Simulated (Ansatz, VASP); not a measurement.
Cr in VASP and in Ansatz

The input INCAR:

```
SYSTEM = Cr
ALGO     = Normal         ! electronic algorithm
EDIFF    = 1E-6           ! SCF threshold, eV
ENCUT    = 520            ! plane-wave cutoff, eV
GGA      = CA             ! functional
ISIF     = 2              ! what is computed and relaxed
ISMEAR   = -1             ! smearing method
ISPIN    = 2              ! spin polarisation
LASPH    = .True.         ! aspherical terms in the spheres
LCHARG   = .True.         ! write CHGCAR
LELF     = .True.         ! ELF
LMAXMIX  = 4              ! l up to which the mixer works
LORBIT   = 11             ! projections on sites
LREAL    = .False.        ! projectors in reciprocal space
LVHAR    = .True.       
LWAVE    = .False.        ! write WAVECAR
MAGMOM   = 0.4 0.4        ! initial moments
NBANDS   = 23             ! bands
NELM     = 150            ! most SCF steps
PREC     = Accurate       ! precision mode
SIGMA    = 0.025          ! smearing width, eV
```

The input KPOINTS:

```
k-points
0
Gamma
  9 9 5
  0 0 0
```

File POSCAR:

```
Cr
1.0
    2.7140000000      0.0000000000      0.0000000000
   -1.3570000000      2.3503929459      0.0000000000
    0.0000000000      0.0000000000      4.4100000000
Cr
2
Direct
    0.3333333333      0.6666666667      0.2500000000
    0.6666666667      0.3333333333      0.7500000000
```

Input for Ansatz:

```yaml
crystal:
  lattice:
    - [2.714, 0.0, 0.0]
    - [-1.357, 2.3503929459, 0.0]
    - [0.0, 0.0, 4.41]
  atoms:
    - { symbol: Cr, position: [0.3333333333, 0.6666666667, 0.25], spin: 0.4 }
    - { symbol: Cr, position: [0.6666666667, 0.3333333333, 0.75], spin: 0.4 }
magnetization:
  spin_polarized: true
kpoints:
  mp_grid: { grid: [9, 9, 5] }
scf:
  occupations: { method: fermi_dirac, width: 0.025 }
  convergence: { dr2_threshold: 1.0e-09 }
  lower_state_search: "off"
hamiltonian:
  xc: lda
  pseudopotentials: { kind: all_electron, lapw: { basis_error: 2.5e-05 } }
output:
  eigenvalues: false
checkpoint:
  write: state
  compress: false
  write_every: 100000
```

Alike in both runs: task single point; functional LDA; k mesh 9 × 9 × 5; occupations fermi-dirac, width 0.025 eV; collinear spin.

|  | VASP | Ansatz |
| --- | --- | --- |
| version | VASP 6.6.1 | Ansatz 0.2.0 |
| potentials or method | VASP PAW LDA potentials, release 64 (Cr_pv), cutoff 520 eV | all-electron LAPW, scalar-relativistic |

```csv
,VASP,Ansatz,Ansatz less VASP
net moment per atom (μB),0.14,0.48,+0.331
size of the moment on the site where the two differ most (μB),0.13,0.46,+0.323
```

The net moments are unlike, so the other rows may belong to different states. LDA's correlation is that of Perdew and Zunger in VASP and of Perdew and Wang (1992) in Ansatz. Site moments also hang on the region over which each program counts them. Ansatz ran all-electron here, and VASP with PAW potentials.
